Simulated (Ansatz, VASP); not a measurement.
## ZrB2: VASP beside Ansatz

INCAR

```
SYSTEM = ZrB2
ALGO = Normal
EDIFF = 1E-6
ENCUT = 520
GGA = PE
ISIF = 2
ISMEAR = 0
LASPH = .TRUE.
LCHARG = .FALSE.
LREAL = .FALSE.
LWAVE = .FALSE.
NBANDS = 16
NELM = 80
PREC = Accurate
SIGMA = 0.025
```

File KPOINTS:

```
k-points
0
G
  10 10 8
  0 0 0
```

File POSCAR:

```
ZrB2
1.0
    3.1700000000      0.0000000000      0.0000000000
   -1.5850000000      2.7453005300      0.0000000000
    0.0000000000      0.0000000000      3.5330000000
Zr B
1 2
Direct
    0.0000000000      0.0000000000      0.0000000000
    0.6666666667      0.3333333333      0.5000000000
    0.3333333333      0.6666666667      0.5000000000
```

File input.yaml:

```yaml
crystal:
  lattice:
    - [3.17, 0.0, 0.0]
    - [-1.585, 2.74530053, 0.0]
    - [0.0, 0.0, 3.533]
  atoms:
    - { symbol: Zr, position: [0.0, 0.0, 0.0] }
    - { symbol: B, position: [0.6666666667, 0.3333333333, 0.5] }
    - { symbol: B, position: [0.3333333333, 0.6666666667, 0.5] }
hamiltonian:
  xc: pbe
  pseudopotentials: { kind: paw }
kpoints:
  mp_grid: { grid: [10, 10, 8] }
scf:
  occupations: { method: gaussian, width: 0.025 }
output:
  forces: true
  stress: true
  eigenvalues: true
```

Alike in both runs: task single point; functional PBE; k mesh 10 × 10 × 8; occupations gaussian, width 0.025 eV; no spin polarisation.

```csv
,VASP,Ansatz
version,VASP 6.6.1,Ansatz 0.2.0
potentials or method,"VASP PAW PBE potentials, release 64 (Zr_sv, B)",Ansatz PAW
plane-wave cutoff (eV),520,420
valence electrons in the cell,18,18
```

```csv
,VASP,Ansatz,Ansatz less VASP
gap on the k mesh at the Fermi level (eV),none,none,-
pressure (GPa),0.9,0.8,-0.14
"traceless stress, the component that is largest in VASP (GPa)",0.84,0.80,-0.042
```

A gap of «none» marks a metal or a gap that the smearing closes. The functional is the same, so the differences come from potentials, cutoffs and numerics.
